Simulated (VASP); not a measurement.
# Ca3Os2 (P-3m1) in VASP: further runs

The runs below take Ca3Os2 through single point, with PBE.

Program: VASP 6.6.1. These are calculated values, not measurements. Logs are shortened: lines on timing, memory, paths and dates and some standing lists are left out, and cuts for length are marked.

### Step 1. The cell of the first run

Symmetry: P-3m1, No. 164, trigonal system. Conventional cell: a = 4.443 Å, b = 4.443 Å, c = 7.040 Å, α = 90.00°, β = 90.00°, γ = 120.00°. Within 4.0 Å of Ca (site symmetry -3m) lie 6 Os at 3.03 Å and 6 Ca at 3.64 Å. Within 3.7 Å of Ca (site symmetry 3m) lie 4 Os at 2.74 to 2.85 Å and 6 Ca at 3.18 to 3.64 Å. Within 3.6 Å of Os (site symmetry 3m) lie 7 Ca at 2.74 to 3.03 Å.

The cell was built from a structure type or drawn by symmetry, and may not be a known phase.

### Step 2. Single point, PBE

Contents of INCAR:

```
PREC     = Accurate       # precision mode
ENCUT    = 520            # plane-wave cutoff, eV
EDIFF    = 1E-6           # SCF threshold, eV
ISMEAR   = 0              # smearing method
SIGMA    = 0.1            # smearing width, eV
LREAL    = F              # projectors in reciprocal space
LASPH    = T              # aspherical terms in the spheres
NELM     = 100            # most SCF steps
ALGO     = Normal         # electronic algorithm
ISIF     = 2              # what is computed and relaxed
LWAVE    = F              # write WAVECAR
LCHARG   = F              # write CHGCAR
GGA      = PE             # functional
NBANDS   = 31             # bands
```

Contents of KPOINTS:

```
Automatic mesh
0
Gamma
  6 6 4
```

Contents of POSCAR:

```
Ca3Os2
1.0
    4.4434645100      0.0000000000      0.0000000000
   -2.2217322500      3.8481531400      0.0000000000
    0.0000000000      0.0000000000      7.0402805900
Ca Os
3 2
Direct
    0.0000000000      0.0000000000      0.0000000000
    0.3333333300      0.6666666700      0.3666155300
    0.6666666700      0.3333333300      0.6333844700
    0.3333333300      0.6666666700      0.7718739500
    0.6666666700      0.3333333300      0.2281260500
```

Potentials or basis: VASP PAW PBE potentials, release 64 (Ca_sv, Os).

Command:

```sh
$ cat potpaw_PBE.64/Ca_sv/POTCAR potpaw_PBE.64/Os/POTCAR > POTCAR
$ mpirun -np 1 vasp_std > vasp.out
```

OUTCAR:

```text
PREC = Accurate
   ENCUT = 520
   EDIFF = 1E-6
   ISMEAR = 0
   LREAL = F
   LASPH = T
   NELM = 100
   ISIF = 2
   GGA = PE

 ion  position               nearest neighbor table
   1  0.000  0.000  0.000-   4 3.03   5 3.03   4 3.03   5 3.03   5 3.03   4 3.03
   2  0.333  0.667  0.367-   5 2.74   5 2.74   5 2.74   4 2.85
   3  0.667  0.333  0.633-   4 2.74   4 2.74   4 2.74   5 2.85
   4  0.333  0.667  0.772-   3 2.74   3 2.74   3 2.74   2 2.85   1 3.03   1 3.03   1 3.03
   5  0.667  0.333  0.228-   2 2.74   2 2.74   2 2.74   3 2.85   1 3.03   1 3.03   1 3.03

  LATTYP: Found a hexagonal cell.
 ALAT       =     4.4434645100
 C/A-ratio  =     1.5844124723

  Lattice vectors:

 A1 = (   4.4434645100,   0.0000000000,   0.0000000000)
 A2 = (  -2.2217322500,   3.8481531400,   0.0000000000)
 A3 = (   0.0000000000,   0.0000000000,   7.0402805900)

Analysis of symmetry for initial positions (statically):
=====================================================================
 Subroutine PRICEL returns:
 Original cell was already a primitive cell.

 Routine SETGRP: Setting up the symmetry group for a
 hexagonal supercell.

 Subroutine GETGRP returns: Found 12 space group operations
 (whereof 12 operations were pure point group operations)
 out of a pool of 24 trial point group operations.

The static configuration has the point symmetry D_3d.

Analysis of symmetry for dynamics (positions and initial velocities):
=====================================================================
 Subroutine PRICEL returns:
 Original cell was already a primitive cell.

 Routine SETGRP: Setting up the symmetry group for a
 hexagonal supercell.

 Subroutine GETGRP returns: Found 12 space group operations
 (whereof 12 operations were pure point group operations)
 out of a pool of 24 trial point group operations.

The dynamic configuration has the point symmetry D_3d.

 Subroutine INISYM returns: Found 12 space group operations
 (whereof 12 operations are pure point group operations),
 and found     1 'primitive' translations

----------------------------------------------------------------------------------------

                                     Primitive cell

[... 92 lines left out ...]
   LASPH  =      T    aspherical Exc in radial PAW
   ENCUT  =  520.0 eV  38.22 Ry    6.18 a.u.   8.26  8.26 13.09*2*pi/ulx,y,z
   NELM   =    100;   NELMIN=  2; NELMDL= -5     # of ELM steps
   EDIFF  = 0.1E-05   stopping-criterion for ELM
   LREAL  =      F    real-space projection
   EDIFFG = 0.1E-04   stopping-criterion for IOM
   NSW    =      0    number of steps for IOM
   IBRION =     -1    ionic relax: 0-MD 1-quasi-New 2-CG
   NFREE  =      0    steps in history (QN), initial steepest desc. (CG)
   ISIF   =      2    stress and relaxation
   ISYM   =      2    0-nonsym 1-usesym 2-fastsym
   POTIM  = 0.5000    time-step for ionic-motion
   TEBEG  =    0.0;   TEEND  =   0.0 temperature during run
   PSTRESS=    0.0 pullay stress
   NELECT =      46.0000    total number of electrons
   NUPDOWN=      -1.0000    fix difference up-down
   EMIN   =  10.00;   EMAX   =-10.00  energy-range for DOS
   EFERMI =   0.00;   METHOD = LEGACY
   ISMEAR =     0;   SIGMA  =   0.10  broadening in eV -4-tet -1-fermi 0-gaus
   EFERMI_NEDOS =   21; number of points for ismear=-14 and -15
   IALGO  =     38    algorithm
   IMIX   =      4    mixing-type and parameters
     AMIX     =   0.40;   BMIX     =  1.00
     AMIX_MAG =   1.60;   BMIX_MAG =  1.00
  volume/ion in A,a.u.               =      24.08       162.48
  Fermi-wavevector in a.u.,A,eV,Ry     =   1.187972  2.244941 19.201586  1.411277
  Thomas-Fermi vector in A             =   2.324111
   LORBIT       =      0    0 simple, 1 ext, 2 COOP (PROOUT), +10 PAW based schemes
   GGA     = PE    functional components
   LHFCALC =     F    Hartree Fock is set to
   AEXX    =    0.0000 exact exchange contribution
   IVDW    =     0    specifies the selected vdW correction
   LEPSILON=     F    determine dielectric tensor
   LRPA    =     F    only Hartree local field effects (RPA)
 non-spin polarized calculation
 Gauss-broadening in eV      SIGMA  =   0.10
  energy-cutoff  :      520.00
  volume of cell :      120.38
 maximum number of plane-waves:      3258
 NGX is ok and might be reduce to    36
   NGX = 17   NGY = 17   NGZ = 27

 number of electron      45.9999997 magnetization

 Free energy of the ion-electron system (eV)
  ---------------------------------------------------
  ext. energy  EPLUGINS =         0.00000000
  ---------------------------------------------------
  free energy    TOTEN  =       -22.24998077 eV

  energy without entropy =      -22.17516794  energy(sigma->0) =      -22.21257435

 E-fermi :   2.9207     XC(G=0):  -9.9800

 val. band max:        2.9187504002   @ k =   0.5000   0.0000   0.5000
 cond. band min:       2.9208479373   @ k =   0.1667   0.1667   0.5000
 fundamental gap:      0.0020975371
 Fermi energy:         2.9206791925

 k-point     1 :       0.0000    0.0000    0.0000
  band No.  band energies     occupation
      1     -36.3829      2.00000
      2     -36.1335      2.00000
      3     -36.0389      2.00000
      4     -17.4947      2.00000
      5     -17.4556      2.00000
      6     -17.4556      2.00000
[... 805 lines left out ...]
     30       6.8620      0.00000
     31       6.8620      0.00000

------------------------ aborting loop because EDIFF is reached ----------------------------------------

  FORCE on cell =-STRESS in cart. coord.  units (eV):
  Direction    XX          YY          ZZ          XY          YZ          ZX
  --------------------------------------------------------------------------------------
  -------------------------------------------------------------------------------------
  Total        5.4723364      5.4723364      3.5184669      0.0000000      0.0000000      0.0000000
  in kB       72.8315138     72.8315136     46.8273978      0.0000001      0.0000000      0.0000000
  external PRESSURE =      64.1634751 kB  Pullay stress =       0.0000000 kB

 VOLUME and BASIS-vectors are now :
 -----------------------------------------------------------------------------
  energy-cutoff  :      520.00
  volume of cell :      120.38
      direct lattice vectors                 reciprocal lattice vectors
     4.443464510  0.000000000  0.000000000     0.225049620  0.129932459  0.000000000
    -2.221732250  3.848153140  0.000000000     0.000000000  0.259864918  0.000000000
     0.000000000  0.000000000  7.040280590     0.000000000  0.000000000  0.142039793

 POSITION                                       TOTAL-FORCE (eV/Angst)
 -----------------------------------------------------------------------------------
      0.00000      0.00000      0.00000        -0.000000      0.000000      0.000000
     -0.00000      2.56544      2.58108         0.000000     -0.000000     -0.540114
      2.22173      1.28272      4.45920        -0.000000      0.000000      0.540114
     -0.00000      2.56544      5.43421         0.000000     -0.000000      1.593768
      2.22173      1.28272      1.60607        -0.000000      0.000000     -1.593768
 -----------------------------------------------------------------------------------
    total drift:                                0.000000      0.000000      0.000000

  FREE ENERGIE OF THE ION-ELECTRON SYSTEM (eV)
  ---------------------------------------------------
  free  energy   TOTEN  =       -22.2499807734 eV

  energy  without entropy=      -22.1751679360  energy(sigma->0) =      -22.21257435
```

stdout:

```text
POSCAR found type information on POSCAR CaOs
 POSCAR found :  2 types and       5 ions
 scaLAPACK will be used
 LDA part: xc-table for (Slater+PW92), standard interpolation
 POSCAR, INCAR and KPOINTS ok, starting setup
 FFT: planning ... GRIDC
 FFT: planning ... GRID_SOFT
 FFT: planning ... GRID
 WAVECAR not read
 entering main loop
```

It took 2.5 min on 1 thread of Intel Xeon 8259CL, shared host; peak memory 0.29 GiB.

What came out:

```yaml
Free_energy: -22.2500 eV
Pressure: 6.4 GPa
Largest_force: 1.594 eV/Å
Band_gap_on_the_k_mesh: zero (bands 23 and 24 overlap by 0.36 eV)
```

Forces in eV/Å, atoms in the order of the input:
```
Ca   0.000  0.000  0.000
Ca   0.000  0.000 -0.540
Ca   0.000  0.000  0.540
Os   0.000  0.000  1.594
Os   0.000  0.000 -1.594
```

Stress tensor (GPa, compression positive):
```
7.28 0.00 0.00
0.00 7.28 0.00
0.00 0.00 4.68
```

Caveat: the cell stands under pressure; spin-orbit coupling is left out, which moves the levels of the heavy elements; forces of over 1 eV/Å act on the atoms, so gaps and moduli don't describe the material at rest.

### Step 3. Single point, PBE

This run uses another cell than the first one, of 24.60 Å³/atom.

Contents of INCAR:

```
  PREC = Accurate
  ENCUT = 520
  EDIFF = 1E-7
  ISMEAR = 0
  SIGMA = 0.1
  LREAL = False
  LASPH = True
  NELM = 60
  ALGO = Normal
  ISIF = 2
  LWAVE = False
  LCHARG = True
  GGA = PE
  LELF = True
  LVHAR = True
  NBANDS = 31
```

KPOINTS is that of step 2.

Contents of POSCAR:

```
Ca3Os2
1.0
    4.8647861936     -0.0000000032      0.0000000000
   -2.4323930941      4.2130284292      0.0000000000
    0.0000000000      0.0000000000      6.0015312226
Ca Os
3 2
Direct
    0.0000000000      0.0000000000      0.0000000000
    0.3333333333      0.6666666667      0.3713878362
    0.6666666667      0.3333333333      0.6286121638
    0.3333333333      0.6666666667      0.9264986210
    0.6666666667      0.3333333333      0.0735013790
```

Potentials or basis: VASP PAW PBE potentials, release 64 (Ca_sv, Os).

Command:

```sh
$ cat potpaw_PBE.64/Ca_sv/POTCAR potpaw_PBE.64/Os/POTCAR > POTCAR
$ mpirun -np 1 vasp_std > vasp.out
```

It took 3.1 min on 1 thread of Intel Xeon 8259CL, shared host; peak memory 0.29 GiB.

Results (log left out):

```yaml
Free_energy: -25.2012 eV
Pressure: 0.3 GPa
Largest_force: 0.028 eV/Å
Band_gap_on_the_k_mesh: zero (bands 23 and 24 overlap by 0.32 eV)
```

Forces in eV/Å, atoms in the order of the input:
```
Ca   0.000  0.000  0.000
Ca   0.000  0.000  0.027
Ca   0.000  0.000 -0.027
Os   0.000  0.000 -0.028
Os   0.000  0.000  0.028
```

Stress tensor (GPa, compression positive):
```
0.31 0.00 0.00
0.00 0.31 0.00
0.00 0.00 0.22
```

Levels at points of the mesh, in eV from the Fermi level:
```tsv
k point	band 20	band 21	band 22	band 23	band 24	band 25	band 26	band 27
(0.00, 0.00, 0.00)	-0.67	-0.67	-0.61	-0.10	-0.10	0.21	1.79	1.79
(0.50, 0.00, 0.00)	-0.97	-0.89	-0.52	-0.39	0.57	1.17	1.45	2.05
(0.00, 0.00, 0.50)	-1.01	-0.50	-0.50	-0.14	-0.14	1.22	1.22	1.40
(0.50, 0.00, 0.50)	-1.06	-0.78	-0.41	-0.37	0.12	0.37	1.16	1.52
```

Caveat: spin-orbit coupling is left out, which moves the levels of the heavy elements.

### Step 4. Single point, PBE, collinear spin

This run uses another cell than the first one, of 24.60 Å³/atom.

Contents of INCAR:

```
  PREC = Accurate
  ENCUT = 520
  EDIFF = 1E-7
  ISMEAR = 0
  SIGMA = 0.1
  LREAL = False
  LASPH = True
  NELM = 150
  ALGO = Normal
  ISIF = 2
  LWAVE = False
  LCHARG = False
  ISPIN = 2
  MAGMOM = 0 0 0 1 1
  LORBIT = 11
  LMAXMIX = 4
  GGA = PE
  NBANDS = 35
```

Contents of KPOINTS:

```
regular mesh
0
Gamma
  6 6 4
```

Edit POSCAR of step 3 so:

```diff
@@ -2,4 +2,4 @@
 1.0
-    4.8647861936     -0.0000000032      0.0000000000
-   -2.4323930941      4.2130284292      0.0000000000
+    4.8647861936      0.0000000000      0.0000000000
+   -2.4323930968      4.2130284277      0.0000000000
     0.0000000000      0.0000000000      6.0015312226
```

Potentials or basis: VASP PAW PBE potentials, release 64 (Ca_sv, Os).

Command:

```sh
$ cat potpaw_PBE.64/Ca_sv/POTCAR potpaw_PBE.64/Os/POTCAR > POTCAR
$ mpirun -np 1 vasp_std > vasp.out
```

OUTCAR:

```text
PREC = Accurate
   ENCUT = 520
   EDIFF = 1E-7
   ISMEAR = 0
   LREAL = False
   LASPH = True
   NELM = 150
   ISIF = 2
   ISPIN = 2
   LORBIT = 11
   GGA = PE

 ion  position               nearest neighbor table
   1  0.000  0.000  0.000-   4 2.84   5 2.84   5 2.84   4 2.84   5 2.84   4 2.84
   2  0.333  0.667  0.371-   4 2.67
   3  0.667  0.333  0.629-   5 2.67
   4  0.333  0.667  0.926-   2 2.67   1 2.84   1 2.84   1 2.84   5 2.94   5 2.94   5 2.94
   5  0.667  0.333  0.074-   3 2.67   1 2.84   1 2.84   1 2.84   4 2.94   4 2.94   4 2.94

  LATTYP: Found a hexagonal cell.
 ALAT       =     4.8647861936
 C/A-ratio  =     1.2336680347

[... 2052 lines left out ...]
     0.000000000  0.000000000  6.001531223     0.000000000  0.000000000  0.166624144

 POSITION                                       TOTAL-FORCE (eV/Angst)
 -----------------------------------------------------------------------------------
      0.00000      0.00000      0.00000         0.000000      0.000000      0.000000
     -0.00000      2.80869      2.22890         0.000000      0.000000      0.028709
      2.43239      1.40434      3.77264        -0.000000      0.000000     -0.028709
     -0.00000      2.80869      5.56041        -0.000000     -0.000000     -0.037007
      2.43239      1.40434      0.44112         0.000000      0.000000      0.037007
 -----------------------------------------------------------------------------------
    total drift:                               -0.000000      0.000000     -0.000000

  FREE ENERGIE OF THE ION-ELECTRON SYSTEM (eV)
  ---------------------------------------------------
  free  energy   TOTEN  =       -25.2014774178 eV

  energy  without entropy=      -25.1592572176  energy(sigma->0) =      -25.18036732

 total charge

# of ion       s       p       d       tot
------------------------------------------
    1        2.094   5.860   0.397   8.350
    2        2.078   5.842   0.310   8.230
    3        2.078   5.842   0.310   8.230
    4        0.648   0.295   6.043   6.987
    5        0.648   0.295   6.043   6.987
--------------------------------------------------
tot          7.547  18.135  13.103  38.785

 magnetization (x)

# of ion       s       p       d       tot
------------------------------------------
    1       -0.000   0.002   0.007   0.008
    2       -0.000   0.000   0.004   0.004
    3       -0.000   0.000   0.004   0.004
    4        0.004   0.004   0.155   0.163
    5        0.004   0.004   0.155   0.163
--------------------------------------------------
tot          0.006   0.010   0.324   0.341
```

OSZICAR:

```text
N       E                     dE             d eps       ncg     rms          rms(c)
DAV:   1     0.418295741740E+03    0.41830E+03   -0.21830E+04  3360   0.126E+03
DAV:   2     0.684385115857E+01   -0.41145E+03   -0.39415E+03  3410   0.394E+02
DAV:   3    -0.245009791148E+02   -0.31345E+02   -0.29190E+02  5724   0.866E+01
[... 11 lines left out ...]
DAV:  15    -0.252014528238E+02   -0.25788E-04   -0.33930E-05  4528   0.194E-02    0.179E-02
DAV:  16    -0.252014661136E+02   -0.13290E-04   -0.31078E-05  4426   0.176E-02    0.107E-02
DAV:  17    -0.252014734289E+02   -0.73153E-05   -0.18206E-05  4728   0.134E-02    0.688E-03
DAV:  18    -0.252014767661E+02   -0.33371E-05   -0.16879E-05  4137   0.128E-02    0.245E-03
DAV:  19    -0.252014773212E+02   -0.55510E-06   -0.35398E-06  4568   0.619E-03    0.186E-03
DAV:  20    -0.252014774178E+02   -0.96637E-07   -0.53253E-07  3985   0.264E-03
   1 F= -.25201477E+02 E0= -.25180367E+02  d E =-.422202E-01  mag=     0.3999
```

It took 5.6 min on 1 thread of Intel Xeon 8259CL, shared host; peak memory 0.37 GiB.

Results:

```
Free energy                                           : -25.2015 eV
Pressure                                              : 0.3 GPa
Largest force                                         : 0.037 eV/Å
Net moment                                            : 0.40 μB per cell
Site moments                                          : Ca +0.01, +0.00 (each value once); Os +0.16 μB
Valence electrons inside the program's atomic spheres : Ca 8.35, 8.23 (each value once); Os 6.99
```

Forces on the atoms (eV/Å):
```
Ca   0.000  0.000  0.000
Ca   0.000  0.000  0.029
Ca   0.000  0.000 -0.029
Os   0.000  0.000 -0.037
Os   0.000  0.000  0.037
```

Caveat: spin-orbit coupling is left out, which moves the levels of the heavy elements.

### Step 5. Overview

```csv
spin,cell,gap on the mesh (eV),pressure (GPa),largest force (eV/Å)
off,"a = 4.443, b = 4.443, c = 7.040 Å, angles 90.0, 90.0, 120.0°, 5 atoms, atomic positions A",none,6.4,1.59
off,"a = 4.865, b = 4.865, c = 6.002 Å, angles 90.0, 90.0, 120.0°, 5 atoms, atomic positions B",none,0.3,0.03
collinear,"a = 4.865, b = 4.865, c = 6.002 Å, angles 90.0, 90.0, 120.0°, 5 atoms, atomic positions B",none,0.3,0.04
```

Alike in all rows: task single point; level PBE; potentials or basis VASP PAW PBE potentials, release 64 (Ca_sv, Os); k mesh 6 × 6 × 4; cutoff (eV) 520; smearing gaussian 0.1 eV.

Caveats: spin-orbit coupling is left out, which moves the levels of the heavy elements; the cell stands under pressure (at least some runs); forces of over 1 eV/Å act on the atoms, so gaps and moduli don't describe the material at rest (at least some runs).

Total energies depend on the potentials used, so only differences within one code and one set of settings carry meaning.
